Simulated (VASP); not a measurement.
Wanted: the native input for a VASP 6.6.1 run.

```
Task                   : single point
Functional             : PBE
Potentials or basis    : VASP PAW PBE potentials, release 64 (Rb_sv, Si)
Cutoff                 : 520 eV
k mesh                 : 4 × 4 × 4
Occupations            : gaussian, width 0.2 eV
Spin                   : no spin polarisation
Dipole correction      : no
Further INCAR settings : ALGO = Normal; EDIFF = 1e-06; NBANDS = 26
```

The structure of RbSi6 lies in POSCAR:

```
RbSi6
1.0
   -3.4075711647      3.4077463507      3.4066361511
    3.4030076823     -3.4034840352      3.3977486816
    3.4008914892      3.3969138409     -3.4023158164
Rb Si
1 6
Direct
    0.0000038022     -0.0000148812      0.0000273861
    0.7501312269      0.2501175558      0.5002158719
    0.2498701662      0.7498854317      0.4997802573
    0.4999550405      0.2501370095      0.7498101087
    0.7501123009      0.5002794898      0.2501609994
    0.5000408007      0.7498648018      0.2501741387
    0.2498866626      0.4997305926      0.7498312377
```

One way to write it, as run:

INCAR

```
ALGO     = Normal         # electronic algorithm
EDIFF    = 1E-6           # SCF threshold, eV
ENCUT    = 520            # plane-wave cutoff, eV
GGA      = PE             # functional
ISIF     = 2              # what is computed and relaxed
ISMEAR   = 0              # smearing method
LASPH    = True           # aspherical terms in the spheres
LCHARG   = False          # write CHGCAR
LREAL    = False          # projectors in reciprocal space
LWAVE    = False          # write WAVECAR
NBANDS   = 26             # bands
NELM     = 100            # most SCF steps
PREC     = Accurate       # precision mode
SIGMA    = 0.2            # smearing width, eV
```

KPOINTS

```
k-points
0
Gamma
  4 4 4
```

Potentials or basis: VASP PAW PBE potentials, release 64 (Rb_sv, Si).

Launch:

```bash
$ cat potpaw_PBE.64/Rb_sv/POTCAR potpaw_PBE.64/Si/POTCAR > POTCAR
$ mpirun -np 1 vasp_std > vasp.out
```

It gave:

* Pressure: 0.0 GPa

It took 100 s on 1 thread of AMD EPYC 9R45 96-Core Processor (Zen 5) (shared host), peak memory 0.34 GiB.
